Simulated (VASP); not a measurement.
Here is a VASP 6.6.1 calculation.

The input INCAR:

```
SYSTEM = YSe
ALGO = Normal
EDIFF = 1E-6
ENCUT = 520
ISIF = 2
ISMEAR = -1
LASPH = .TRUE.
LCHARG = .FALSE.
LREAL = .FALSE.
LWAVE = .FALSE.
NBANDS = 16
NELM = 100
PREC = Accurate
SIGMA = 0.03
```

The input KPOINTS:

```
k-points
0
G
  7 7 7
  0 0 0
```

Contents of POSCAR:

```
YSe
1.0
    0.0000000000      2.8845515652      2.8845515652
    2.8845515652      0.0000000000      2.8845515652
    2.8845515652      2.8845515652      0.0000000000
Y Se
1 1
Direct
    0.0000000000      0.0000000000      0.0000000000
    0.5000000000      0.5000000000      0.5000000000
```

Potentials or basis: VASP PAW LDA potentials, release 64 (Y_sv, Se).

Command:

```sh
$ cat potpaw_LDA.64/Y_sv/POTCAR potpaw_LDA.64/Se/POTCAR > POTCAR
$ mpirun -np 1 vasp_std > vasp.out
```

(1) Estimate the pressure.

## Answers

(1) -5.2 GPa.
